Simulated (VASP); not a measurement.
# Ca3TlN (Pm-3m) in VASP: further runs

Ca3TlN is run at these levels: LDA; tasks: single point.

Program: VASP 6.6.1. These are calculated values, not measurements. Logs are shortened: lines on timing, memory, paths and dates and some standing lists are left out, and cuts for length are marked.

### 1 The cell of the first run

The structure is cubic, space group Pm-3m (No. 221). The conventional cell has a = 4.954 Å, b = 4.954 Å, c = 4.954 Å, α = 90.00°, β = 90.00°, γ = 90.00°. Ca (site symmetry 4/mmm) has 2 N at 2.48 Å within 3.3 Å. Within 4.6 Å of Tl (site symmetry m-3m) lie 12 Ca at 3.50 Å and 8 N at 4.29 Å. Within 3.3 Å of N (site symmetry m-3m) lie 6 Ca at 2.48 Å.

### 2 Single point, LDA

Input file INCAR:

```
PREC     = Accurate       # precision mode
ENCUT    = 600            # plane-wave cutoff, eV
EDIFF    = 1E-6           # SCF threshold, eV
ISMEAR   = -1             # smearing method
SIGMA    = 0.2            # smearing width, eV
LREAL    = False          # projectors in reciprocal space
LASPH    = True           # aspherical terms in the spheres
NELM     = 120            # most SCF steps
ALGO     = Normal         # electronic algorithm
ISIF     = 2              # what is computed and relaxed
LWAVE    = False          # write WAVECAR
LCHARG   = False          # write CHGCAR
GGA      = CA             # functional
NBANDS   = 32             # bands
GGA_COMPAT= False
```

Input file KPOINTS:

```
Automatic mesh
0
Gamma
  2 2 2
```

Input file POSCAR:

```
Ca3TlN
1.0
    4.9538240000      0.0000000000      0.0000000000
    0.0000000000      4.9538240000      0.0000000000
    0.0000000000      0.0000000000      4.9538240000
Ca Tl N
3 1 1
Direct
    0.5000000000      0.5000000000      0.0000000000
    0.0000000000      0.5000000000      0.5000000000
    0.5000000000      0.0000000000      0.5000000000
    0.0000000000      0.0000000000      0.0000000000
    0.5000000000      0.5000000000      0.5000000000
```

Potentials or basis: VASP PAW LDA potentials, release 64 (Ca_sv, Tl_d, N).

Run with:

```
cat potpaw_LDA.64/Ca_sv/POTCAR potpaw_LDA.64/Tl_d/POTCAR potpaw_LDA.64/N/POTCAR > POTCAR
mpirun -np 1 vasp_std > vasp.out
```

OUTCAR:

```text
PREC = Accurate
   ENCUT = 600
   EDIFF = 1E-6
   ISMEAR = -1
   LREAL = False
   LASPH = True
   NELM = 120
   ISIF = 2
   GGA = CA

 ion  position               nearest neighbor table
   1  0.500  0.500  0.000-   4 3.50   4 3.50   4 3.50   4 3.50
   2  0.000  0.500  0.500-   4 3.50   4 3.50   4 3.50   4 3.50
   3  0.500  0.000  0.500-   4 3.50   4 3.50   4 3.50   4 3.50
   4  0.000  0.000  0.000-   1 3.50   2 3.50   3 3.50   2 3.50   3 3.50   1 3.50   2 3.50   2 3.50
                             1 3.50   3 3.50   3 3.50   1 3.50
   5  0.500  0.500  0.500-

  LATTYP: Found a simple cubic cell.
 ALAT       =     4.9538240000

  Lattice vectors:

 A1 = (   4.9538240000,   0.0000000000,   0.0000000000)
 A2 = (   0.0000000000,   4.9538240000,   0.0000000000)
 A3 = (   0.0000000000,   0.0000000000,   4.9538240000)

Analysis of symmetry for initial positions (statically):
=====================================================================
 Subroutine PRICEL returns:
 Original cell was already a primitive cell.

 Routine SETGRP: Setting up the symmetry group for a
 simple cubic supercell.

 Subroutine GETGRP returns: Found 48 space group operations
 (whereof 48 operations were pure point group operations)
 out of a pool of 48 trial point group operations.

The static configuration has the point symmetry O_h .

Analysis of symmetry for dynamics (positions and initial velocities):
=====================================================================
 Subroutine PRICEL returns:
 Original cell was already a primitive cell.

 Routine SETGRP: Setting up the symmetry group for a
 simple cubic supercell.

 Subroutine GETGRP returns: Found 48 space group operations
 (whereof 48 operations were pure point group operations)
 out of a pool of 48 trial point group operations.

The dynamic configuration has the point symmetry O_h .

 Subroutine INISYM returns: Found 48 space group operations
 (whereof 48 operations are pure point group operations),
 and found     1 'primitive' translations

----------------------------------------------------------------------------------------

                                     Primitive cell

  volume of cell :     121.5687

[... 70 lines left out ...]
   LASPH  =      T    aspherical Exc in radial PAW
   ENCUT  =  600.0 eV  44.10 Ry    6.64 a.u.   9.89  9.89  9.89*2*pi/ulx,y,z
   NELM   =    120;   NELMIN=  2; NELMDL= -5     # of ELM steps
   EDIFF  = 0.1E-05   stopping-criterion for ELM
   LREAL  =      F    real-space projection
   EDIFFG = 0.1E-04   stopping-criterion for IOM
   NSW    =      0    number of steps for IOM
   IBRION =     -1    ionic relax: 0-MD 1-quasi-New 2-CG
   NFREE  =      0    steps in history (QN), initial steepest desc. (CG)
   ISIF   =      2    stress and relaxation
   ISYM   =      2    0-nonsym 1-usesym 2-fastsym
   POTIM  = 0.5000    time-step for ionic-motion
   TEBEG  =    0.0;   TEEND  =   0.0 temperature during run
   PSTRESS=    0.0 pullay stress
   NELECT =      48.0000    total number of electrons
   NUPDOWN=      -1.0000    fix difference up-down
   EMIN   =  10.00;   EMAX   =-10.00  energy-range for DOS
   EFERMI =   0.00;   METHOD = LEGACY
   ISMEAR =    -1;   SIGMA  =   0.20  broadening in eV -4-tet -1-fermi 0-gaus
   EFERMI_NEDOS =   21; number of points for ismear=-14 and -15
   IALGO  =     38    algorithm
   IMIX   =      4    mixing-type and parameters
     AMIX     =   0.40;   BMIX     =  1.00
     AMIX_MAG =   1.60;   BMIX_MAG =  1.00
  volume/ion in A,a.u.               =      24.31       164.08
  Fermi-wavevector in a.u.,A,eV,Ry     =   1.201014  2.269587 19.625509  1.442434
  Thomas-Fermi vector in A             =   2.336834
   LORBIT       =      0    0 simple, 1 ext, 2 COOP (PROOUT), +10 PAW based schemes
   GGA     = CA    functional components
   LHFCALC =     F    Hartree Fock is set to
   AEXX    =    0.0000 exact exchange contribution
   IVDW    =     0    specifies the selected vdW correction
   LEPSILON=     F    determine dielectric tensor
   LRPA    =     F    only Hartree local field effects (RPA)
 non-spin polarized calculation
  energy-cutoff  :      600.00
  volume of cell :      121.57
 maximum number of plane-waves:      4076
 NGX is ok and might be reduce to    40
   NGX = 19   NGY = 19   NGZ = 19

 number of electron      48.0000006 magnetization

 Free energy of the ion-electron system (eV)
  ---------------------------------------------------
  ext. energy  EPLUGINS =         0.00000000
  ---------------------------------------------------
  free energy    TOTEN  =       -22.52645107 eV

  energy without entropy =      -22.16470033  energy(sigma->0) =      -22.34557570

 E-fermi :   3.8501     XC(G=0):  -9.7190

 val. band max:        3.8379200700   @ k =   0.5000   0.5000   0.0000
 cond. band min:       3.9156712622   @ k =   0.5000   0.0000   0.0000
 fundamental gap:      0.0777511923
 Fermi energy:         3.8501440338

 k-point     1 :       0.0000    0.0000    0.0000
  band No.  band energies     occupation
      1     -36.3333      2.00000
      2     -36.2675      2.00000
      3     -36.2675      2.00000
      4     -17.8240      2.00000
      5     -17.8240      2.00000
      6     -17.8240      2.00000
[... 129 lines left out ...]
     31       6.9615      0.00000
     32       7.8187      0.00000

------------------------ aborting loop because EDIFF is reached ----------------------------------------

  FORCE on cell =-STRESS in cart. coord.  units (eV):
  Direction    XX          YY          ZZ          XY          YZ          ZX
  --------------------------------------------------------------------------------------
  -------------------------------------------------------------------------------------
  Total       -3.4744603     -3.4744603     -3.4744603     -0.0000000     -0.0000000      0.0000000
  in kB      -45.7905880    -45.7905880    -45.7905880     -0.0000000     -0.0000000      0.0000000
  external PRESSURE =     -45.7905880 kB  Pullay stress =       0.0000000 kB

 VOLUME and BASIS-vectors are now :
 -----------------------------------------------------------------------------
  energy-cutoff  :      600.00
  volume of cell :      121.57
      direct lattice vectors                 reciprocal lattice vectors
     4.953824000  0.000000000  0.000000000     0.201864257  0.000000000  0.000000000
     0.000000000  4.953824000  0.000000000     0.000000000  0.201864257  0.000000000
     0.000000000  0.000000000  4.953824000     0.000000000  0.000000000  0.201864257

 POSITION                                       TOTAL-FORCE (eV/Angst)
 -----------------------------------------------------------------------------------
      2.47691      2.47691      0.00000         0.000000      0.000000      0.000000
      0.00000      2.47691      2.47691         0.000000      0.000000      0.000000
      2.47691      0.00000      2.47691         0.000000      0.000000      0.000000
      0.00000      0.00000      0.00000         0.000000      0.000000      0.000000
      2.47691      2.47691      2.47691         0.000000      0.000000      0.000000
 -----------------------------------------------------------------------------------
    total drift:                                0.000000      0.000000     -0.000000

  FREE ENERGIE OF THE ION-ELECTRON SYSTEM (eV)
  ---------------------------------------------------
  free  energy   TOTEN  =       -22.5264510691 eV

  energy  without entropy=      -22.1647003260  energy(sigma->0) =      -22.34557570
```

OSZICAR:

```text
N       E                     dE             d eps       ncg     rms          rms(c)
DAV:   1     0.466446149511E+03    0.46645E+03   -0.25413E+04   256   0.159E+03
DAV:   2     0.107638199324E+02   -0.45568E+03   -0.44221E+03   264   0.435E+02
DAV:   3    -0.250572377752E+02   -0.35821E+02   -0.34472E+02   416   0.931E+01
DAV:   4    -0.272397177900E+02   -0.21825E+01   -0.21624E+01   408   0.196E+01
DAV:   5    -0.273033480899E+02   -0.63630E-01   -0.63594E-01   376   0.314E+00    0.117E+01
DAV:   6    -0.230030628214E+02    0.43003E+01   -0.27677E+01   296   0.160E+01    0.635E+00
DAV:   7    -0.226568243356E+02    0.34624E+00   -0.31719E+00   312   0.606E+00    0.299E+00
DAV:   8    -0.225462058964E+02    0.11062E+00   -0.99318E-01   296   0.406E+00    0.114E+00
DAV:   9    -0.225255462752E+02    0.20660E-01   -0.14261E-01   360   0.139E+00    0.415E-01
DAV:  10    -0.225283294671E+02   -0.27832E-02   -0.36175E-02   320   0.667E-01    0.294E-01
DAV:  11    -0.225278834391E+02    0.44603E-03   -0.38128E-02   344   0.500E-01    0.240E-01
DAV:  12    -0.225263650601E+02    0.15184E-02   -0.86462E-03   304   0.282E-01    0.326E-02
DAV:  13    -0.225264578673E+02   -0.92807E-04   -0.10344E-03   344   0.942E-02    0.161E-02
DAV:  14    -0.225264525263E+02    0.53410E-05   -0.83390E-05   304   0.243E-02    0.104E-02
DAV:  15    -0.225264510684E+02    0.14579E-05   -0.14905E-05   272   0.116E-02    0.186E-03
DAV:  16    -0.225264510691E+02   -0.64119E-09   -0.27739E-07   184   0.323E-03
   1 F= -.22526451E+02 E0= -.22345576E+02  d E =-.361751E+00
```

stdout:

```text
POSCAR found type information on POSCAR CaTlN
 POSCAR found :  3 types and       5 ions
 scaLAPACK will be used
 LDA part: xc-table for (Slater(with rela. corr.)+CA(PZ))
 , standard interpolation
 POSCAR, INCAR and KPOINTS ok, starting setup
 FFT: planning ... GRIDC
 FFT: planning ... GRID_SOFT
 FFT: planning ... GRID
 WAVECAR not read
 entering main loop
```

It took 8.9 s on 1 thread of AMD EPYC 9R45 (Zen 5), shared host; peak memory 0.17 GiB.

What came out:

```
Free energy            : -22.5265 eV
Pressure               : -4.6 GPa
Band gap on the k mesh : zero (bands 24 and 25 overlap by 1.45 eV)
```

Caveat: the k points lie up to 0.63 Å⁻¹ apart, too coarse for converged energies and pressures of a metal; spin-orbit coupling is left out, which moves the levels of the heavy elements.

### 3 Single point, LDA

Input file INCAR:

```
SYSTEM = Ca3TlN
ALGO     = Normal         ! electronic algorithm
EDIFF    = 1E-6           ! SCF threshold, eV
ENCUT    = 600            ! plane-wave cutoff, eV
GGA_COMPAT= .FALSE.      
ISIF     = 2              ! what is computed and relaxed
ISMEAR   = -1             ! smearing method
LASPH    = .TRUE.         ! aspherical terms in the spheres
LCHARG   = .FALSE.        ! write CHGCAR
LREAL    = .FALSE.        ! projectors in reciprocal space
LWAVE    = .FALSE.        ! write WAVECAR
NBANDS   = 32             ! bands
NELM     = 120            ! most SCF steps
PREC     = Accurate       ! precision mode
SIGMA    = 0.2            ! smearing width, eV
```

Input file KPOINTS:

```
k-points
0
G
  3 3 3
  0 0 0
```

POSCAR is that of step 2.

Potentials or basis: VASP PAW LDA potentials, release 64 (Ca_sv, Tl_d, N).

Run with:

```
cat potpaw_LDA.64/Ca_sv/POTCAR potpaw_LDA.64/Tl_d/POTCAR potpaw_LDA.64/N/POTCAR > POTCAR
mpirun -np 1 vasp_std > vasp.out
```

It took 8.1 s on 1 thread of AMD EPYC 9R45 (Zen 5), shared host; peak memory 0.17 GiB.

Results (log left out):

| Item | Value |
| --- | --- |
| Free energy | -22.7799 eV |
| Pressure | -4.3 GPa |
| Band gap on the k mesh | zero (bands 24 and 25 overlap by 1.35 eV) |

Levels at points of the mesh, in eV from the Fermi level:
| k point | band 21 | band 22 | band 23 | band 24 | band 25 | band 26 |
| --- | --- | --- | --- | --- | --- | --- |
| (0.00, 0.00, 0.00) | -1.02 | -1.02 | 0.91 | 0.91 | 1.63 | 1.63 |

Caveat: the k points lie up to 0.42 Å⁻¹ apart, too coarse for converged energies and pressures of a metal; spin-orbit coupling is left out, which moves the levels of the heavy elements.

### 4 Single point, LDA

Input file INCAR:

```
SYSTEM = Ca3TlN
PREC = Accurate
ENCUT = 600
EDIFF = 1E-6
ISMEAR = -1
SIGMA = 0.2
LREAL = .FALSE.
LASPH = .TRUE.
NELM = 120
ALGO = Normal
ISIF = 2
LWAVE = .FALSE.
LCHARG = .FALSE.
GGA = CA
NBANDS = 32
GGA_COMPAT = .FALSE.
```

Input file KPOINTS:

```
Automatic mesh
0
G
  4 4 4
  0 0 0
```

POSCAR is that of step 3.

Run with:

```
cat potpaw_LDA.64/Ca_sv/POTCAR potpaw_LDA.64/Tl_d/POTCAR potpaw_LDA.64/N/POTCAR > POTCAR
mpirun -np 1 vasp_std > vasp.out
```

Wall time 18 s (1 thread of AMD EPYC 9R45 (Zen 5), shared host); peak memory 0.19 GiB.

It converged, with:

* Free energy: -22.6918 eV
* Pressure: -4.1 GPa
* Band gap on the k mesh: zero (bands 24 and 25 overlap by 1.45 eV)

Levels at points of the mesh, in eV from the Fermi level:
| k point | band 20 | band 21 | band 22 | band 23 | band 24 | band 25 | band 26 | band 27 | band 28 | band 29 |
| --- | --- | --- | --- | --- | --- | --- | --- | --- | --- | --- |
| (0.00, 0.00, 0.00) | -1.03 | -1.03 | -1.03 | 0.95 | 0.95 | 1.67 | 1.67 | 1.67 | 1.82 | 1.82 |
| (0.50, 0.00, 0.00) | -2.06 | -1.89 | -1.11 | -1.11 | 0.35 | 0.35 | 1.99 | 2.16 | 3.04 | 3.27 |
| (0.50, 0.50, 0.00) | -2.71 | -2.71 | -1.34 | -0.67 | -0.67 | 0.28 | 2.59 | 2.96 | 2.96 | 3.04 |
| (0.50, 0.50, 0.50) | -2.52 | -2.52 | -2.52 | -0.49 | -0.49 | -0.49 | 2.41 | 2.41 | 2.41 | 3.38 |

Caveat: the cell stands under tension; spin-orbit coupling is left out, which moves the levels of the heavy elements.

### 5 Single point, LDA

Input file INCAR:

```
PREC = Accurate
ENCUT = 600
EDIFF = 1E-6
ISMEAR = -1
SIGMA = 0.2
LREAL = F
LASPH = T
NELM = 120
ALGO = Normal
ISIF = 2
LWAVE = F
LCHARG = F
NBANDS = 32
GGA_COMPAT = F
```

Input file KPOINTS:

```
Automatic mesh
0
Gamma
  5 5 5
```

POSCAR is that of step 4.

Run with:

```
cat potpaw_LDA.64/Ca_sv/POTCAR potpaw_LDA.64/Tl_d/POTCAR potpaw_LDA.64/N/POTCAR > POTCAR
mpirun -np 1 vasp_std > vasp.out
```

Wall time 18 s (1 thread of AMD EPYC 9R45 (Zen 5), shared host); peak memory 0.19 GiB.

The run converged. Its results:

| Item | Value |
| --- | --- |
| Free energy | -22.6620 eV |
| Pressure | -4.1 GPa |
| Band gap on the k mesh | zero (bands 24 and 25 overlap by 1.42 eV) |

Levels at points of the mesh, in eV from the Fermi level:
```tsv
k point	band 21	band 22	band 23	band 24	band 25	band 26	band 27	band 28
(0.00, 0.00, 0.00)	-1.05	-1.05	0.94	0.94	1.65	1.65	1.65	1.80
```

Caveat: the cell stands under tension; spin-orbit coupling is left out, which moves the levels of the heavy elements.

### 6 The runs side by side

```csv
k mesh,gap on the mesh (eV),pressure (GPa)
2 × 2 × 2,none,-4.6
3 × 3 × 3,none,-4.3
4 × 4 × 4,none,-4.1
5 × 5 × 5,none,-4.1
```

Alike in all rows: task single point; level LDA; potentials or basis VASP PAW LDA potentials, release 64 (Ca_sv, Tl_d, N); no spin polarisation; cell as given; cutoff (eV) 600; smearing fermi-dirac 0.2 eV.

Caveats: some runs use coarse meshes; spin-orbit coupling is left out, which moves the levels of the heavy elements; the cell stands under tension (at least some runs).

Total energies depend on the potentials used, so only differences within one code and one set of settings carry meaning.
